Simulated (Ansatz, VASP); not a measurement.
One calculation of NiO, two programs

```
Ni O
1.0
    -2.13379   -2.13379    4.26758
    -4.26758   -2.13379    2.13379
    -2.13379   -4.26758    2.13379
Ni O
2 2
Cartesian
  0.0000 0.0000 0.0000
  -4.2676 -4.2676 4.2676
  2.1338 2.1338 2.1338
  -2.1338 -2.1338 6.4014
```

Alike in both runs: task single point; functional PBE; k mesh 10 × 10 × 10; occupations gaussian, width 0.05 eV; collinear spin; Hubbard terms Ni d U = 6.2 eV.

|  | VASP | Ansatz |
| --- | --- | --- |
| version | VASP 6.6.1 | Ansatz 0.2.0 |
| potentials or method | VASP PAW PBE potentials, release 64 (Ni, O), cutoff 520 eV | scalar-relativistic, plane waves, PAW |
| valence electrons in the cell | 32 | 48 |

VASP gave:

```
gap on the k mesh at the Fermi level (eV)                     : 2.95
least direct gap on the mesh (eV)                             : 3.60
pressure (GPa)                                                : -9.6
net moment per atom (μB)                                      : 0.00
size of the moment on the site where the two differ most (μB) : 1.76
```

Estimate Ansatz's values.

gap on the k mesh at the Fermi level (eV): 2.69; least direct gap on the mesh (eV): 3.44; pressure (GPa): -2.1; net moment per atom (μB): 0.00; size of the moment on the site where the two differ most (μB): 1.69.

Site moments also hang on the region over which each program counts them. The programs project onto different local orbitals, so the same U acts differently, and such runs can settle in different states. VASP's potentials hold 32 valence electrons a cell and Ansatz's 48, so a difference there can come from the potentials and not from the codes. Ansatz's warnings: stability check not made.
